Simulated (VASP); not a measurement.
SiC:

```
CELL_PARAMETERS angstrom
3.11550 0.00000 0.00000
-1.55775 2.69810 0.00000
0.00000 0.00000 15.27047
ATOMIC_POSITIONS crystal
Si 0.66667 0.33333 0.45830
Si 0.33333 0.66667 0.95830
Si 0.66667 0.33333 0.79170
Si 0.33333 0.66667 0.29170
Si 0.00000 0.00000 0.62500
Si 0.00000 0.00000 0.12500
C 0.66667 0.33333 0.33330
C 0.33333 0.66667 0.83330
C 0.66667 0.33333 0.66670
C 0.33333 0.66667 0.16670
C 0.00000 0.00000 0.50000
C 0.00000 0.00000 0.00000
```

Base run:

```yaml
Program: VASP 6.6.1
Functional: PBE
Potentials_or_basis: VASP PAW PBE potentials, release 64 (Si, C)
Cutoff: 520 eV
k_mesh: 10 × 10 × 2
Occupations: fermi-dirac, width 0.05 eV
Spin: no spin polarisation
```

Its results: band gap on the k mesh 2.03 eV (least direct gap 3.12 eV); pressure -3.9 GPa; largest force 0.138 eV/Å.

Question: The run is repeated on the same cell with these changes: functional from PBE to revPBE. What comes out?

Answer: Band gap on the k mesh 2.03 eV (least direct gap 3.12 eV); pressure -1.9 GPa; largest force 0.138 eV/Å.

revPBE binds less tightly than PBE, so the same cell stands under more pressure.

Caveats: the cell stands under tension (at least some runs); the PAW data sets were made with another functional, which shifts forces and pressure a little (at least some runs).

A k mesh can miss the band edges.
